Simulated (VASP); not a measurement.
# AlCo (CsCl type) (Pm-3m) in VASP: a series of runs, part 2 of 2

VASP 6.6.1. The steps go on from the part before.

## (3) Relaxation of cell and atoms, PBE, target pressure 10 GPa, at which the enthalpy is minimised

This run uses another cell than the first one, of 12.01 Å³/atom, 1.088 times its volume.

The input, INCAR:

```
SYSTEM = AlCo
PREC = Accurate
ENCUT = 600
EDIFF = 1E-6
ISMEAR = -1
SIGMA = 0.1
LREAL = .False.
LASPH = .True.
NELM = 80
ALGO = Normal
ISIF = 3
LWAVE = .False.
LCHARG = .False.
GGA = PE
IBRION = 2
NSW = 60
EDIFFG = -0.005
PSTRESS = 100.0
```

The input, KPOINTS:

```
regular mesh
0
Gamma
  14 14 14
  0 0 0
```

The input, POSCAR:

```
AlCo
1.0
    2.8855680106      0.0000000000      0.0000000000
    0.0000000000      2.8855680106      0.0000000000
    0.0000000000      0.0000000000      2.8855680106
Co Al
1 1
Direct
    0.0000000000      0.0000000000      0.0000000000
    0.5000000000      0.5000000000      0.5000000000
```

Potentials or basis: VASP PAW PBE potentials, release 64 (Co, Al).

Launch:

```sh
$ cat potpaw_PBE.64/Co/POTCAR potpaw_PBE.64/Al/POTCAR > POTCAR
$ mpirun -np 1 vasp_std > vasp.out
```

OUTCAR:

```text
SYSTEM = AlCo
   PREC = Accurate
   ENCUT = 600
   EDIFF = 1E-6
   ISMEAR = -1
   LREAL = .False.
   LASPH = .True.
   NELM = 80
   ISIF = 3
   GGA = PE
   IBRION = 2
   NSW = 60
   EDIFFG = -0.005
   PSTRESS = 100.0

 ion  position               nearest neighbor table
   1  0.000  0.000  0.000-   2 2.50   2 2.50   2 2.50   2 2.50   2 2.50   2 2.50   2 2.50   2 2.50

   2  0.500  0.500  0.500-   1 2.50   1 2.50   1 2.50   1 2.50   1 2.50   1 2.50   1 2.50   1 2.50

  LATTYP: Found a simple cubic cell.
 ALAT       =     2.8855680106

  Lattice vectors:

 A1 = (   2.8855680106,   0.0000000000,   0.0000000000)
 A2 = (   0.0000000000,   2.8855680106,   0.0000000000)
 A3 = (   0.0000000000,   0.0000000000,   2.8855680106)

Analysis of symmetry for initial positions (statically):
=====================================================================
 Subroutine PRICEL returns:
 Original cell was already a primitive cell.

 Routine SETGRP: Setting up the symmetry group for a
 simple cubic supercell.

 Subroutine GETGRP returns: Found 48 space group operations
 (whereof 48 operations were pure point group operations)
 out of a pool of 48 trial point group operations.

The static configuration has the point symmetry O_h .

Analysis of symmetry for dynamics (positions and initial velocities):
=====================================================================
 Subroutine PRICEL returns:
 Original cell was already a primitive cell.

 Routine SETGRP: Setting up the symmetry group for a
 simple cubic supercell.

 Subroutine GETGRP returns: Found 48 space group operations
 (whereof 48 operations were pure point group operations)
 out of a pool of 48 trial point group operations.

The dynamic configuration has the point symmetry O_h .

 Subroutine INISYM returns: Found 48 space group operations
 (whereof 48 operations are pure point group operations),
 and found     1 'primitive' translations

----------------------------------------------------------------------------------------

                                     Primitive cell

  volume of cell :      24.0267

  direct lattice vectors                    reciprocal lattice vectors
     2.885568011  0.000000000  0.000000000     0.346552220  0.000000000  0.000000000
     0.000000000  2.885568011  0.000000000     0.000000000  0.346552220  0.000000000
     0.000000000  0.000000000  2.885568011     0.000000000  0.000000000  0.346552220

  length of vectors
     2.885568011  2.885568011  2.885568011     0.346552220  0.346552220  0.346552220

  position of ions in fractional coordinates (direct lattice)
     0.000000000  0.000000000  0.000000000
     0.500000000  0.500000000  0.500000000

  ion indices of the primitive-cell ions
   primitive index   ion index
                 1           1
                 2           2

----------------------------------------------------------------------------------------

 KPOINTS: regular mesh

Automatic generation of k-mesh.
 Grid dimensions read from file:
 generate k-points for:   14   14   14

 Generating k-lattice:

[... 40 lines left out ...]
  0.285714  0.214286  0.000000     24.000000
  0.357143  0.214286  0.000000     24.000000
 [... further k-points ...]
   k-points           NKPTS =    120   k-points in BZ     NKDIM =    120   number of bands    NBANDS=     10
   number of dos      NEDOS =    301   number of ions     NIONS =      2
   total plane-waves  NPLWV =  13824
   dimension x,y,z NGX =    24 NGY =   24 NGZ =   24
   dimension x,y,z NGXF=    48 NGYF=   48 NGZF=   48
   ions per type =               1   1
   NGX,Y,Z   is equivalent  to a cutoff of  13.83, 13.83, 13.83 a.u.
   NGXF,Y,Z  is equivalent  to a cutoff of  27.65, 27.65, 27.65 a.u.
 SYSTEM =  AlCo
   PREC   = accura    normal or accurate (medium, high low for compatibility)
   ISTART =      0    job   : 0-new  1-cont  2-samecut
   ICHARG =      2    charge: 1-file 2-atom 10-const
   ISPIN  =      1    spin polarized calculation?
   LNONCOLLINEAR =      F non collinear calculations
   LSORBIT =      F    spin-orbit coupling
   LASPH  =      T    aspherical Exc in radial PAW
   ENCUT  =  600.0 eV  44.10 Ry    6.64 a.u.   5.76  5.76  5.76*2*pi/ulx,y,z
   NELM   =     80;   NELMIN=  2; NELMDL= -5     # of ELM steps
   EDIFF  = 0.1E-05   stopping-criterion for ELM
   LREAL  =      F    real-space projection
   EDIFFG = -.5E-02   stopping-criterion for IOM
   NSW    =     60    number of steps for IOM
   IBRION =      2    ionic relax: 0-MD 1-quasi-New 2-CG
   NFREE  =      1    steps in history (QN), initial steepest desc. (CG)
   ISIF   =      3    stress and relaxation
   ISYM   =      2    0-nonsym 1-usesym 2-fastsym
   POTIM  = 0.5000    time-step for ionic-motion
   TEBEG  =    0.0;   TEEND  =   0.0 temperature during run
   PSTRESS=  100.0 pullay stress
   NELECT =      12.0000    total number of electrons
   NUPDOWN=      -1.0000    fix difference up-down
   EMIN   =  10.00;   EMAX   =-10.00  energy-range for DOS
   EFERMI =   0.00;   METHOD = LEGACY
   ISMEAR =    -1;   SIGMA  =   0.10  broadening in eV -4-tet -1-fermi 0-gaus
   EFERMI_NEDOS =   21; number of points for ismear=-14 and -15
   IALGO  =     38    algorithm
   IMIX   =      4    mixing-type and parameters
     AMIX     =   0.40;   BMIX     =  1.00
     AMIX_MAG =   1.60;   BMIX_MAG =  1.00
  volume/ion in A,a.u.               =      12.01        81.07
  Fermi-wavevector in a.u.,A,eV,Ry     =   1.298885  2.454536 22.954409  1.687101
  Thomas-Fermi vector in A             =   2.430184
   LORBIT       =      0    0 simple, 1 ext, 2 COOP (PROOUT), +10 PAW based schemes
   GGA     = PE    functional components
   LHFCALC =     F    Hartree Fock is set to
   AEXX    =    0.0000 exact exchange contribution
   IVDW    =     0    specifies the selected vdW correction
   LEPSILON=     F    determine dielectric tensor
   LRPA    =     F    only Hartree local field effects (RPA)
 conjugate gradient relaxation of ions
 non-spin polarized calculation
  energy-cutoff  :      600.00
  volume of cell :       24.03
 maximum number of plane-waves:       840
 NGX is ok and might be reduce to    24
   NGX = 11   NGY = 11   NGZ = 11

--------------------------------------- Ionic step        1  -------------------------------------------

 number of electron      12.0000003 magnetization

 Free energy of the ion-electron system (eV)
  ---------------------------------------------------
  ext. energy  EPLUGINS =         0.00000000
  ---------------------------------------------------
  free energy    TOTEN  =       -11.98779615 eV

  energy without entropy =      -11.95666107  energy(sigma->0) =      -11.97222861

------------------------ aborting loop because EDIFF is reached ----------------------------------------

  FORCE on cell =-STRESS in cart. coord.  units (eV):
  Direction    XX          YY          ZZ          XY          YZ          ZX
  --------------------------------------------------------------------------------------
  -------------------------------------------------------------------------------------
  Total       -0.8528696     -0.8528696     -0.8528696     -0.0000000      0.0000000     -0.0000000
  in kB      -56.8721014    -56.8721014    -56.8721014     -0.0000000      0.0000000     -0.0000000
  external PRESSURE =    -156.8721014 kB  Pullay stress =     100.0000000 kB
[... 177 lines left out ...]
--------------------------------------- Ionic step        6  -------------------------------------------

 number of electron      11.9999998 magnetization

 Free energy of the ion-electron system (eV)
  ---------------------------------------------------
  ext. energy  EPLUGINS =         0.00000000
  ---------------------------------------------------
  free energy    TOTEN  =       -11.96928589 eV

  energy without entropy =      -11.94299875  energy(sigma->0) =      -11.95614232

 E-fermi :  11.1925     XC(G=0): -12.5005

 val. band max:       11.1627755895   @ k =   0.4286   0.4286   0.0000
 cond. band min:      11.2084350374   @ k =   0.4286   0.4286   0.0714
 fundamental gap:      0.0456594479
 Fermi energy:        11.1925470193

 k-point     1 :       0.0000    0.0000    0.0000
  band No.  band energies     occupation
      1      -0.1714      2.00000
      2       8.0503      2.00000
      3       8.0503      2.00000
      4      10.3309      1.99964
      5      10.3309      1.99964
      6      10.3309      1.99964
      7      17.4461      0.00000
      8      17.4461      0.00000
      9      17.4461      0.00000
     10      20.1667      0.00000
[... 287 lines left out ...]
 k-point    24 :       0.3571    0.2143    0.0000
  band No.  band energies     occupation
      1       3.0235      2.00000
      2       6.9896      2.00000
      3       8.5450      2.00000
      4       9.2652      2.00000
      5       9.6273      2.00000
      6      10.0715      1.99997
      7      11.9503      0.00102
      8      15.9151      0.00000
      9      19.8581      0.00000
     10      21.4201      0.00000

 [... further k-points ...]
[... 5 lines left out ...]
  --------------------------------------------------------------------------------------
  -------------------------------------------------------------------------------------
  Total        1.3769612      1.3769612      1.3769612      0.0000000      0.0000000     -0.0000000
  in kB       99.9866950     99.9866950     99.9866950      0.0000000      0.0000000     -0.0000000
  external PRESSURE =      -0.0133050 kB  Pullay stress =     100.0000000 kB
[... 21 lines left out ...]
  energy  without entropy=      -11.9429987524  energy(sigma->0) =      -11.95614232

  enthalpy is  TOTEN    =       -10.5921414733 eV   P V=        1.3771444134

 reached required accuracy - stopping structural energy minimisation
```

OSZICAR:

```text
N       E                     dE             d eps       ncg     rms          rms(c)
DAV:   1     0.394132778811E+02    0.39413E+02   -0.59464E+03  2416   0.140E+03
DAV:   2    -0.122022693997E+02   -0.51616E+02   -0.48760E+02  2426   0.202E+02
DAV:   3    -0.136030950500E+02   -0.14008E+01   -0.13847E+01  2832   0.432E+01
DAV:   4    -0.136288758623E+02   -0.25781E-01   -0.25766E-01  2970   0.519E+00
[... 45 lines left out ...]
DAV:   1    -0.119693334850E+02    0.64782E-03   -0.70079E-04  2556   0.467E-01    0.619E-02
DAV:   2    -0.119694000218E+02   -0.66537E-04   -0.19229E-03  2718   0.662E-01    0.826E-02
DAV:   3    -0.119692873316E+02    0.11269E-03   -0.81885E-04  2688   0.438E-01    0.976E-03
DAV:   4    -0.119692858991E+02    0.14324E-05   -0.49333E-06  2364   0.231E-02    0.126E-03
DAV:   5    -0.119692858867E+02    0.12403E-07   -0.10516E-07  1200   0.428E-03
   6 F= -.10592141E+02 E0= -.10578998E+02  d E =-.130940E-05
```

CONTCAR:

```text
AlCo
   1.00000000000000
     2.8047663542752237    0.0000000000000000   -0.0000000000000000
    -0.0000000000000000    2.8047663542752237   -0.0000000000000000
     0.0000000000000000    0.0000000000000000    2.8047663542752237
  Co              Al
     1     1
Direct
     0.0000000000000000    0.0000000000000000    0.0000000000000000
     0.5000000000000000    0.5000000000000000    0.5000000000000000

  0.00000000E+00  0.00000000E+00  0.00000000E+00
  0.00000000E+00  0.00000000E+00  0.00000000E+00
```

Run time: 56 s. Hardware: 1 thread of AMD EPYC 9R45 (Zen 5), shared host; peak memory 0.15 GiB.

What came out:

| Item | Value |
| --- | --- |
| Free energy | -11.9693 eV |
| Relaxed volume | 11.03 Å³/atom |
| Relaxed cell | a = 2.805 Å, b = 2.805 Å, c = 2.805 Å, α = 90.00°, β = 90.00°, γ = 90.00° |
| Space group after relaxing (to 0.05 Å) | Pm-3m (No. 221) |
| Energy change on relaxing (the enthalpy is what falls) | +9.3 meV/atom |
| Ionic steps | 6 |
| Pressure after relaxing | 10.0 GPa |
| Band gap on the k mesh | zero (band 6 reaches 13.62 eV, above the bottom of band 7 at 10.98 eV) |

Step by step:
```csv
step,energy change (eV),largest force (eV/Å),pressure (GPa),volume (Å³)
1,0.0000,0.0000,-5.69,24.03
2,0.2678,0.0000,33.82,20.16
3,0.0168,0.0000,9.78,22.09
4,0.0191,0.0000,10.10,22.06
5,0.0178,0.0000,9.87,22.08
6,0.0185,0.0000,10.00,22.06
```

Final structure:
```xyz
2
Lattice="2.8048 0.0000 0.0000 0.0000 2.8048 0.0000 0.0000 0.0000 2.8048" Properties=species:S:1:pos:R:3 pbc="T T T"
Co    0.0000    0.0000    0.0000
Al    1.4024    1.4024    1.4024
```

Caveat: the cell is relaxed towards a set pressure, so the enthalpy falls and the energy may rise. Spin polarisation is off, so any magnetic state and its effect on volume and gap are missing.

## (4) Single point, PBE

The input, INCAR:

```
SYSTEM = AlCo
  PREC = Accurate
  ENCUT = 520
  EDIFF = 1E-7
  ISMEAR = -1
  SIGMA = 0.1
  LREAL = .FALSE.
  LASPH = .TRUE.
  NELM = 60
  ALGO = Normal
  ISIF = 2
  LWAVE = .FALSE.
  LCHARG = .FALSE.
  GGA = PE
  NBANDS = 13
```

The input, KPOINTS:

```
regular mesh
0
G
  14 14 14
  0 0 0
```

The input, POSCAR:

```
AlCo
1.0
    2.8053176286      0.0000000000      0.0000000000
    0.0000000000      2.8053176286      0.0000000000
    0.0000000000      0.0000000000      2.8053176286
Co Al
1 1
Direct
    0.0000000000      0.0000000000      0.0000000000
    0.5000000000      0.5000000000      0.5000000000
```

Launch:

```sh
$ cat potpaw_PBE.64/Co/POTCAR potpaw_PBE.64/Al/POTCAR > POTCAR
$ mpirun -np 1 vasp_std > vasp.out
```

Run time: 28 s. Hardware: 1 thread of Intel Xeon Platinum 8259CL at 2.50GHz (Skylake/Cascade Lake), shared host; peak memory 0.16 GiB.

Results (log left out):

- Free energy: -11.9696 eV
- Pressure: 9.9 GPa
- Band gap on the k mesh: zero (band 6 reaches 13.61 eV, above the bottom of band 7 at 10.97 eV)

Levels at points of the mesh, in eV from the Fermi level:
| k point | band 3 | band 4 | band 5 | band 6 | band 7 | band 8 | band 9 | band 10 |
| --- | --- | --- | --- | --- | --- | --- | --- | --- |
| (0.00, 0.00, 0.00) | -3.14 | -0.86 | -0.86 | -0.86 | 6.25 | 6.25 | 6.25 | 8.97 |
| (0.50, 0.00, 0.00) | -2.50 | -1.79 | -1.79 | -0.74 | 0.24 | 8.50 | 10.92 | 10.92 |
| (0.50, 0.50, 0.00) | -2.74 | -2.74 | -1.58 | -1.58 | -0.21 | 2.61 | 3.78 | 13.35 |
| (0.50, 0.50, 0.50) | -4.13 | -0.17 | -0.17 | 2.43 | 2.43 | 2.43 | 4.60 | 5.62 |

Spin polarisation is off, so any magnetic state and its effect on volume and gap are missing.

## (5) Single point, PBE

The input, INCAR:

```
SYSTEM = AlCo
PREC = Accurate
ENCUT = 520
EDIFF = 1E-6
ISMEAR = -1
SIGMA = 0.1
LREAL = .FALSE.
LASPH = .TRUE.
NELM = 60
ALGO = Normal
ISIF = 2
LWAVE = .FALSE.
LCHARG = .FALSE.
GGA = PE
NBANDS = 13
```

KPOINTS is that of step 4.

The input, POSCAR:

```
AlCo
1.0
    2.8051461779      0.0000000000      0.0000000000
    0.0000000000      2.8051461779      0.0000000000
    0.0000000000      0.0000000000      2.8051461779
Co Al
1 1
Direct
    0.0000000000      0.0000000000      0.0000000000
    0.5000000000      0.5000000000      0.5000000000
```

Launch:

```sh
$ cat potpaw_PBE.64/Co/POTCAR potpaw_PBE.64/Al/POTCAR > POTCAR
$ mpirun -np 1 vasp_std > vasp.out
```

Run time: 25 s. Hardware: 1 thread of Intel Xeon Platinum 8259CL at 2.50GHz (Skylake/Cascade Lake), shared host; peak memory 0.16 GiB.

It converged, with:

```yaml
Free_energy: -11.9693 eV
Pressure: 10.0 GPa
Band_gap_on_the_k_mesh: zero (band 6 reaches 13.62 eV, above the bottom of band 7 at 10.97 eV)
```

Levels at points of the mesh, in eV from the Fermi level:
```tsv
k point	band 3	band 4	band 5	band 6	band 7	band 8	band 9	band 10
(0.00, 0.00, 0.00)	-3.14	-0.86	-0.86	-0.86	6.25	6.25	6.25	8.97
(0.50, 0.00, 0.00)	-2.51	-1.79	-1.79	-0.74	0.24	8.50	10.92	10.92
(0.50, 0.50, 0.00)	-2.74	-2.74	-1.58	-1.58	-0.21	2.61	3.78	13.35
(0.50, 0.50, 0.50)	-4.13	-0.17	-0.17	2.43	2.43	2.43	4.60	5.62
```

Spin polarisation is off, so any magnetic state and its effect on volume and gap are missing.

## (6) Summary

```tsv
task	cell	cutoff (eV)	gap on the mesh (eV)	pressure (GPa)
relaxation of cell and atoms	relaxed to 10 GPa from a = 2.805 Å, 2 atoms	600	none	10.0
relaxation of cell and atoms	relaxed to 10 GPa from a = 2.886 Å, 2 atoms	600	none	10.0
single point	a = 2.805 Å, 2 atoms	520	none	10.0
```

Alike in all rows: level PBE; potentials or basis VASP PAW PBE potentials, release 64 (Co, Al); no spin polarisation; k mesh 14 × 14 × 14; smearing fermi-dirac 0.1 eV.

Caveats: the cell is relaxed towards a set pressure, so the enthalpy falls and the energy may rise (some runs).

Absolute energies hang on the potentials; compare differences alone.
